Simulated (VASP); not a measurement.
Runs of VASP 6.6.1 on CoC2. The structure is that of space group Fd-3m (No. 227), or close to it. The cells are those of the table. 

```tsv
task	cell	k mesh	cutoff (eV)	gap on the mesh (eV)	pressure (GPa)	moment (μB)	relaxed volume (Å³/atom)
relaxation of cell and atoms	relaxed from a = 4.060 Å, angles 60.0°, 6 atoms	12 × 12 × 12	600	none	0.0	1.88	7.85
single point	a = 4.056 Å, angles 60.0°, 6 atoms	12 × 12 × 12	520	none	-0.3	1.89	-
relaxation of cell and atoms	relaxed from a = 4.157 Å, angles 60.0°, 6 atoms	6 × 6 × 6	600	none	0.0	2.25	7.88
single point	a = 4.060 Å, angles 60.0°, 6 atoms	6 × 6 × 6	520	none	(a)	(b)	-
```

Alike in all rows: level PBE; potentials or basis VASP PAW PBE potentials, release 64 (Co, C); spin collinear, ferromagnetic start; smearing gaussian 0.1 eV.

Estimate the missing entries.

(a) -0.1; (b) 2.26.

A gap of «none» marks levels without a gap at the run's occupations.
